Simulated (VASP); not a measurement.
# TaN (Fm-3m) in VASP: single point with PBE

Aim: the single point of TaN with PBE.

All numbers are computed with VASP 6.6.1; they aren't measurements. Logs are shortened: lines on timing, memory, paths and dates and some standing lists are left out, and cuts for length are marked.

## Step 1: The cell of the first run

The structure is cubic, space group Fm-3m (No. 225). Conventional cell: a = 4.358 Å, b = 4.358 Å, c = 4.358 Å, α = 90.00°, β = 90.00°, γ = 90.00°. Within 2.9 Å of Ta (site symmetry m-3m) lie 6 N at 2.18 Å. N (site symmetry m-3m) has 6 Ta at 2.18 Å within 2.9 Å.

## Step 2: Single point, PBE

INCAR reads:

```
SYSTEM = TaN
  ALGO = Normal
  EDIFF = 1E-6
  ENCUT = 600
  GGA = PE
  GGA_COMPAT = .FALSE.
  ISIF = 2
  ISMEAR = -1
  LASPH = .TRUE.
  LCHARG = .TRUE.
  LELF = .TRUE.
  LREAL = .FALSE.
  LVHAR = .TRUE.
  LWAVE = .FALSE.
  NBANDS = 15
  NELM = 120
  PREC = Accurate
  SIGMA = 0.1
```

KPOINTS reads:

```
k-points
0
G
  13 13 13
  0 0 0
```

POSCAR reads:

```
TaN
1.0
    0.0000000000      2.1790000000      2.1790000000
    2.1790000000      0.0000000000      2.1790000000
    2.1790000000      2.1790000000      0.0000000000
Ta N
1 1
Direct
    0.5000000000      0.5000000000      0.5000000000
    0.0000000000      0.0000000000      0.0000000000
```

Potentials or basis: VASP PAW PBE potentials, release 64 (Ta_pv, N).

The run is started by

```console
$ cat potpaw_PBE.64/Ta_pv/POTCAR potpaw_PBE.64/N/POTCAR > POTCAR
$ mpirun -np 1 vasp_std > vasp.out
```

OUTCAR:

```text
SYSTEM = TaN
   EDIFF = 1E-6
   ENCUT = 600
   GGA = PE
   ISIF = 2
   ISMEAR = -1
   LASPH = .TRUE.
   LREAL = .FALSE.
   NELM = 120
   PREC = Accurate

 ion  position               nearest neighbor table
   1  0.500  0.500  0.500-   2 2.18   2 2.18   2 2.18   2 2.18   2 2.18   2 2.18
   2  0.000  0.000  0.000-   1 2.18   1 2.18   1 2.18   1 2.18   1 2.18   1 2.18

  LATTYP: Found a face centered cubic cell.
 ALAT       =     4.3580000000

  Lattice vectors:

 A1 = (   0.0000000000,   2.1790000000,   2.1790000000)
 A2 = (   2.1790000000,   0.0000000000,   2.1790000000)
 A3 = (   2.1790000000,   2.1790000000,   0.0000000000)

Analysis of symmetry for initial positions (statically):
=====================================================================
 Subroutine PRICEL returns:
 Original cell was already a primitive cell.

 Routine SETGRP: Setting up the symmetry group for a
 face centered cubic supercell.

 Subroutine GETGRP returns: Found 48 space group operations
 (whereof 48 operations were pure point group operations)
 out of a pool of 48 trial point group operations.

The static configuration has the point symmetry O_h .

Analysis of symmetry for dynamics (positions and initial velocities):
=====================================================================
 Subroutine PRICEL returns:
 Original cell was already a primitive cell.

 Routine SETGRP: Setting up the symmetry group for a
 face centered cubic supercell.

 Subroutine GETGRP returns: Found 48 space group operations
 (whereof 48 operations were pure point group operations)
 out of a pool of 48 trial point group operations.

The dynamic configuration has the point symmetry O_h .

 Subroutine INISYM returns: Found 48 space group operations
 (whereof 48 operations are pure point group operations),
 and found     1 'primitive' translations

----------------------------------------------------------------------------------------

                                     Primitive cell

  volume of cell :      20.6920

  direct lattice vectors                    reciprocal lattice vectors
     0.000000000  2.179000000  2.179000000    -0.229463056  0.229463056  0.229463056
     2.179000000  0.000000000  2.179000000     0.229463056 -0.229463056  0.229463056
     2.179000000  2.179000000  0.000000000     0.229463056  0.229463056 -0.229463056

  length of vectors
     3.081571352  3.081571352  3.081571352     0.397441672  0.397441672  0.397441672

  position of ions in fractional coordinates (direct lattice)
     0.500000000  0.500000000  0.500000000
     0.000000000  0.000000000  0.000000000

  ion indices of the primitive-cell ions
   primitive index   ion index
                 1           1
                 2           2

----------------------------------------------------------------------------------------

 KPOINTS: k-points

Automatic generation of k-mesh.
 Grid dimensions read from file:
 generate k-points for:   13   13   13

 Generating k-lattice:

  Cartesian coordinates                     Fractional coordinates (reciprocal lattice)
    -0.017651004  0.017651004  0.017651004     0.076923077  0.000000000  0.000000000
     0.017651004 -0.017651004  0.017651004     0.000000000  0.076923077  0.000000000
     0.017651004  0.017651004 -0.017651004     0.000000000  0.000000000  0.076923077

  Length of vectors
     0.030572436  0.030572436  0.030572436

  Shift w.r.t. Gamma in fractional coordinates (k-lattice)
     0.000000000  0.000000000  0.000000000

 Subroutine IBZKPT returns following result:
 ===========================================

 Found     84 irreducible k-points:

 Following reciprocal coordinates:
            Coordinates               Weight
  0.000000  0.000000  0.000000      1.000000
  0.076923  0.000000  0.000000      8.000000
  0.153846  0.000000  0.000000      8.000000
  0.230769  0.000000  0.000000      8.000000
  0.307692  0.000000  0.000000      8.000000
  0.384615  0.000000  0.000000      8.000000
[... 16 lines left out ...]
  0.384615  0.153846  0.000000     24.000000
  0.461538  0.153846  0.000000     24.000000
 [... further k-points ...]
   k-points           NKPTS =     84   k-points in BZ     NKDIM =     84   number of bands    NBANDS=     15
   number of dos      NEDOS =    301   number of ions     NIONS =      2
   total plane-waves  NPLWV =  21952
   dimension x,y,z NGX =    28 NGY =   28 NGZ =   28
   dimension x,y,z NGXF=    56 NGYF=   56 NGZF=   56
   ions per type =               1   1
   NGX,Y,Z   is equivalent  to a cutoff of  15.11, 15.11, 15.11 a.u.
   NGXF,Y,Z  is equivalent  to a cutoff of  30.21, 30.21, 30.21 a.u.
 SYSTEM =  TaN
   PREC   = accura    normal or accurate (medium, high low for compatibility)
   ISTART =      0    job   : 0-new  1-cont  2-samecut
   ICHARG =      2    charge: 1-file 2-atom 10-const
   ISPIN  =      1    spin polarized calculation?
   LNONCOLLINEAR =      F non collinear calculations
   LSORBIT =      F    spin-orbit coupling
   LASPH  =      T    aspherical Exc in radial PAW
   ENCUT  =  600.0 eV  44.10 Ry    6.64 a.u.   6.15  6.15  6.15*2*pi/ulx,y,z
   NELM   =    120;   NELMIN=  2; NELMDL= -5     # of ELM steps
   EDIFF  = 0.1E-05   stopping-criterion for ELM
   LREAL  =      F    real-space projection
[... 7 lines left out ...]
   TEBEG  =    0.0;   TEEND  =   0.0 temperature during run
   PSTRESS=    0.0 pullay stress
   NELECT =      16.0000    total number of electrons
   NUPDOWN=      -1.0000    fix difference up-down
   EMIN   =  10.00;   EMAX   =-10.00  energy-range for DOS
   EFERMI =   0.00;   METHOD = LEGACY
   ISMEAR =    -1;   SIGMA  =   0.10  broadening in eV -4-tet -1-fermi 0-gaus
   EFERMI_NEDOS =   21; number of points for ismear=-14 and -15
   IALGO  =     38    algorithm
   IMIX   =      4    mixing-type and parameters
     AMIX     =   0.40;   BMIX     =  1.00
     AMIX_MAG =   1.60;   BMIX_MAG =  1.00
  volume/ion in A,a.u.               =      10.35        69.82
  Fermi-wavevector in a.u.,A,eV,Ry     =   1.502615  2.839530 30.719922  2.257851
  Thomas-Fermi vector in A             =   2.613832
   LORBIT       =      0    0 simple, 1 ext, 2 COOP (PROOUT), +10 PAW based schemes
   GGA     = PE    functional components
   LHFCALC =     F    Hartree Fock is set to
   AEXX    =    0.0000 exact exchange contribution
   IVDW    =     0    specifies the selected vdW correction
   LEPSILON=     F    determine dielectric tensor
   LRPA    =     F    only Hartree local field effects (RPA)
 non-spin polarized calculation
  energy-cutoff  :      600.00
  volume of cell :       20.69
 maximum number of plane-waves:       702
 NGX is ok and might be reduce to    28
   NGX = 13   NGY = 13   NGZ = 13

 number of electron      16.0000001 magnetization

 Free energy of the ion-electron system (eV)
  ---------------------------------------------------
  ext. energy  EPLUGINS =         0.00000000
  ---------------------------------------------------
  free energy    TOTEN  =       -21.80335986 eV

  energy without entropy =      -21.78127016  energy(sigma->0) =      -21.79231501

 E-fermi :   9.8815     XC(G=0): -13.5895

 val. band max:        9.7743327684   @ k =   0.2308   0.1538   0.0769
 cond. band min:       9.9302090320   @ k =   0.0000   0.0000   0.0000
 fundamental gap:      0.1558762636
 Fermi energy:         9.8815403116

 k-point     1 :       0.0000    0.0000    0.0000
  band No.  band energies     occupation
      1     -25.8639      2.00000
      2     -25.8639      2.00000
      3     -25.8639      2.00000
      4      -9.2326      2.00000
      5       5.9526      2.00000
      6       5.9526      2.00000
      7       5.9526      2.00000
      8       7.6767      2.00000
      9       7.6767      2.00000
     10       7.6767      2.00000
     11       9.9302      0.76135
     12       9.9302      0.76134
     13      11.6161      0.00000
     14      19.2753      0.00000
     15      22.2865      0.00000

 k-point     2 :       0.0769    0.0000    0.0000
  band No.  band energies     occupation
      1     -25.9227      2.00000
      2     -25.8691      2.00000
      3     -25.8691      2.00000
      4      -9.0811      2.00000
      5       5.2134      2.00000
      6       5.4474      2.00000
      7       5.4474      2.00000
      8       7.9129      2.00000
      9       7.9129      2.00000
     10       7.9966      2.00000
     11      10.5273      0.00313
     12      10.5273      0.00313
     13      12.0448      0.00000
     14      19.7347      0.00000
     15      22.2863      0.00000

 k-point     3 :       0.1538    0.0000    0.0000
  band No.  band energies     occupation
      1     -26.0823      2.00000
      2     -25.8835      2.00000
      3     -25.8835      2.00000
      4      -8.6525      2.00000
      5       3.8365      2.00000
      6       4.5084      2.00000
      7       4.5084      2.00000
      8       8.4238      2.00000
      9       8.4522      2.00000
     10       8.4522      2.00000
     11      11.8834      0.00000
     12      11.8834      0.00000
     13      13.0682      0.00000
     14      20.9492      0.00000
     15      22.2859      0.00000
[... 343 lines left out ...]
 k-point    23 :       0.3846    0.1538    0.0000
  band No.  band energies     occupation
      1     -26.5573      2.00000
      2     -26.0155      2.00000
      3     -26.0060      2.00000
      4      -7.1311      2.00000
      5       0.8139      2.00000
      6       2.7991      2.00000
      7       3.3451      2.00000
      8       7.9458      2.00000
      9      11.7483      0.00000
     10      11.8215      0.00000
     11      14.0843      0.00000
     12      14.4547      0.00000
     13      17.7216      0.00000
     14      21.7789      0.00000
     15      22.3258      0.00000

 k-point    24 :       0.4615    0.1538    0.0000
  band No.  band energies     occupation
      1     -26.6794      2.00000
      2     -26.0553      2.00000
      3     -26.0076      2.00000
      4      -6.6838      2.00000
      5       0.2850      2.00000
      6       2.4275      2.00000
      7       2.7994      2.00000
      8       8.9420      1.99983
      9      12.1690      0.00000
     10      12.2298      0.00000
     11      15.0391      0.00000
     12      15.6160      0.00000
     13      17.9324      0.00000
     14      20.7884      0.00000
     15      22.3032      0.00000

 [... further k-points ...]

------------------------ aborting loop because EDIFF is reached ----------------------------------------

  FORCE on cell =-STRESS in cart. coord.  units (eV):
  Direction    XX          YY          ZZ          XY          YZ          ZX
  --------------------------------------------------------------------------------------
  -------------------------------------------------------------------------------------
  Total        1.9971438      1.9971438      1.9971438     -0.0000000      0.0000000      0.0000000
  in kB      154.6387130    154.6387130    154.6387130     -0.0000000      0.0000000      0.0000000
  external PRESSURE =     154.6387130 kB  Pullay stress =       0.0000000 kB

 VOLUME and BASIS-vectors are now :
 -----------------------------------------------------------------------------
  energy-cutoff  :      600.00
  volume of cell :       20.69
      direct lattice vectors                 reciprocal lattice vectors
     0.000000000  2.179000000  2.179000000    -0.229463056  0.229463056  0.229463056
     2.179000000  0.000000000  2.179000000     0.229463056 -0.229463056  0.229463056
     2.179000000  2.179000000  0.000000000     0.229463056  0.229463056 -0.229463056

 POSITION                                       TOTAL-FORCE (eV/Angst)
 -----------------------------------------------------------------------------------
      2.17900      2.17900      2.17900        -0.000000     -0.000000     -0.000000
      0.00000      0.00000      0.00000         0.000000      0.000000      0.000000
 -----------------------------------------------------------------------------------
    total drift:                                0.000000      0.000000      0.000000

  FREE ENERGIE OF THE ION-ELECTRON SYSTEM (eV)
  ---------------------------------------------------
  free  energy   TOTEN  =       -21.8033598583 eV

  energy  without entropy=      -21.7812701552  energy(sigma->0) =      -21.79231501
```

Wall time 18 s (1 thread of Intel Xeon 6975P-C (Granite Rapids), shared host); peak memory 0.18 GiB.

Results:

- Free energy: -21.8034 eV
- Pressure: 15.5 GPa
- Band gap on the k mesh: zero (bands 8 and 9 overlap by 4.01 eV)

Caveat: the cell stands under pressure; spin-orbit coupling is left out, which moves the levels of the heavy elements.
